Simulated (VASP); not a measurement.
Si, 2 atoms in the cell. The structure is cubic, space group Fd-3m (No. 227). Conventional cell: a = 5.176 Å, b = 5.176 Å, c = 5.176 Å, α = 90.00°, β = 90.00°, γ = 90.00°. Within 3.0 Å of Si (site symmetry -43m) lie 4 Si at 2.24 Å.  This cell differs from its parent crystal: volume scaled by 0.88.

| Quantity | Value |
| --- | --- |
| Program | VASP 6.6.1 |
| Task | single point |
| Functional | LDA |
| Potentials or basis | VASP PAW LDA potentials, release 64 (Si) |
| Cutoff | 500 eV |
| k mesh | 13 × 13 × 13 |
| Occupations | fermi-dirac, width 0.1 eV |
| Spin | no spin polarisation |
| Dipole correction | no |
| Further INCAR settings | ALGO = Normal; EDIFF = 1e-06; NBANDS = 11 |

Potentials or basis: VASP PAW LDA potentials, release 64 (Si).

Launch:

```bash
$ cat potpaw_LDA.64/Si/POTCAR > POTCAR
$ mpirun -np 1 vasp_std > vasp.out
```

Hardware: 1 thread of Intel(R) Xeon(R) Platinum 8375C CPU @ 2.90GHz (Ice Lake) (shared host).

How long does it take, and how much memory?

It took 15 s on 1 thread of Intel(R) Xeon(R) Platinum 8375C CPU @ 2.90GHz (Ice Lake), with other jobs on the host, peak memory 0.14 GiB. Counts: scf iterations 11, k points 84.
